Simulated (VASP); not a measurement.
Wanted: the native input for a VASP 6.6.1 run.

```yaml
Task: single point
Functional: r2SCAN
Potentials_or_basis: VASP PAW PBE potentials, release 64 (O)
Cutoff: 520 eV
k_mesh: 9 × 9 × 3
Occupations: fermi-dirac, width 0.2 eV
Spin: no spin polarisation
Dipole_correction: no
Further_INCAR_settings: ALGO = Normal; EDIFF = 1e-07; NBANDS = 13
```

Slab: O, a slab with vacuum.

```
CELL_PARAMETERS angstrom
1.77559 0.00000 0.00000
0.00000 1.77559 0.00000
0.00000 0.00000 6.35610
ATOMIC_POSITIONS crystal
O 0.00000 0.00000 0.00000
O 0.00000 0.00000 0.48033
```

These files were run (other wordings do the same):

POSCAR

```
O
1.0
    1.7755912600      0.0000000000      0.0000000000
    0.0000000000      1.7755912600      0.0000000000
    0.0000000000      0.0000000000      6.3561014000
O
2
Direct
    0.0000000000      0.0000000000      0.0000000000
    0.0000000000      0.0000000000      0.4803338569
```

INCAR.step1

```
  PREC = Accurate
  ENCUT = 520
  ISMEAR = -1
  SIGMA = 0.2
  LREAL = False
  LASPH = True
  NELM = 100
  NBANDS = 13
  GGA = PE
  ALGO = Normal
  EDIFF = 1E-4
  LWAVE = True
  LCHARG = False
```

INCAR.step2

```
  PREC = Accurate
  ENCUT = 520
  EDIFF = 1E-7
  ISMEAR = -1
  SIGMA = 0.2
  LREAL = False
  LASPH = True
  NELM = 100
  ALGO = Normal
  ISIF = 2
  LWAVE = False
  LCHARG = False
  METAGGA = R2SCAN
  LMIXTAU = True
  NBANDS = 13
  ISTART = 1
```

KPOINTS

```
Automatic mesh
0
Gamma
  9 9 3
```

Potentials or basis: VASP PAW PBE potentials, release 64 (O).

Launch:

```console
$ cat potpaw_PBE.64/O/POTCAR > POTCAR
$ cp INCAR.step1 INCAR
$ mpirun -np 1 vasp_std > vasp.out
$ cp INCAR.step2 INCAR
$ mpirun -np 1 vasp_std > vasp.out
```

Results of the run:

The largest force is 0.026 eV/Å and the band gap on the k mesh is zero (band 6 reaches 4.03 eV, above the bottom of band 7 at -1.10 eV).

Caveat: the k points lie up to 0.39 Å⁻¹ apart; the PAW data sets were made with another functional, which shifts forces and pressure a little.

Wall time 22 s on 1 thread of Intel(R) Xeon(R) Platinum 8259CL CPU @ 2.50GHz (Skylake/Cascade Lake), on a shared host, peak memory 0.12 GiB.
